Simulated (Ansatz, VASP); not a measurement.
# CdSe4: VASP beside Ansatz

INCAR

```
SYSTEM = CdSe4
PREC = Accurate
ENCUT = 600
EDIFF = 1E-6
ISMEAR = 0
SIGMA = 0.1
LREAL = .False.
LASPH = .True.
NELM = 60
ALGO = Normal
ISIF = 3
LWAVE = .False.
LCHARG = .False.
GGA = PE
IBRION = 2
NSW = 90
EDIFFG = -0.04
```

Contents of KPOINTS:

```
Automatic mesh
0
Gamma
  4 4 4
  0 0 0
```

Contents of POSCAR:

```
CdSe4
1.0
    5.3082238000      0.0000000000      0.0000000000
    0.0000000000      5.3082238000      0.0000000000
    0.0000000000      0.0000000000      5.3082238000
Cd Se
1 4
Direct
    0.0000000000      0.0000000000      0.0000000000
    0.2500000000      0.2500000000      0.2500000000
    0.7500000000      0.7500000000      0.2500000000
    0.2500000000      0.7500000000      0.7500000000
    0.7500000000      0.2500000000      0.7500000000
```

Input for Ansatz:

```yaml
crystal:
  lattice:
    - [5.3082238, 0.0, 0.0]
    - [0.0, 5.3082238, 0.0]
    - [0.0, 0.0, 5.3082238]
  atoms:
    - { symbol: Cd, position: [0.0, 0.0, 0.0] }
    - { symbol: Se, position: [0.25, 0.25, 0.25] }
    - { symbol: Se, position: [0.75, 0.75, 0.25] }
    - { symbol: Se, position: [0.25, 0.75, 0.75] }
    - { symbol: Se, position: [0.75, 0.25, 0.75] }
basis:
  ecutwfc: 420
kpoints:
  mp_grid: { grid: [4, 4, 4] }
hamiltonian:
  xc: pbe
scf:
  occupations: { method: gaussian, width: 0.1 }
  lower_state_search: "off"
output:
  forces: true
  stress: true
  eigenvalues: true
relax:
  adjacent_minimum: "off"
  f_tol: 0.04
  max_steps: 70
  cell: { stress_tol: 0.4 }
```

Change from the starting cell: species swapped into the SnI4 type (P-43m, No. 215).

Alike in both runs: task relaxation of cell and atoms; functional PBE; k mesh 4 × 4 × 4; occupations gaussian, width 0.1 eV; no spin polarisation.

```csv
,VASP,Ansatz
version,VASP 6.6.1,Ansatz 0.2.0
potentials or method,"VASP PAW PBE potentials, release 64 (Cd, Se), cutoff 600 eV","scalar-relativistic, plane waves, PAW"
valence electrons in the cell,36,84
```

|  | VASP | Ansatz | Ansatz less VASP |
| --- | --- | --- | --- |
| gap on the k mesh at the Fermi level, each at its own relaxed structure (eV) | none | none | - |
| relaxed volume (Å³/atom) | 26.30 | 26.15 | -0.147 |
| relaxed cell length with the largest relative difference (Å) | 5.085 | 5.076 | -0.0095 |

A gap of «none» marks a metal or a gap that the smearing closes. VASP's potentials hold 36 valence electrons a cell and Ansatz's 84, so a difference there can come from the potentials and not from the codes.
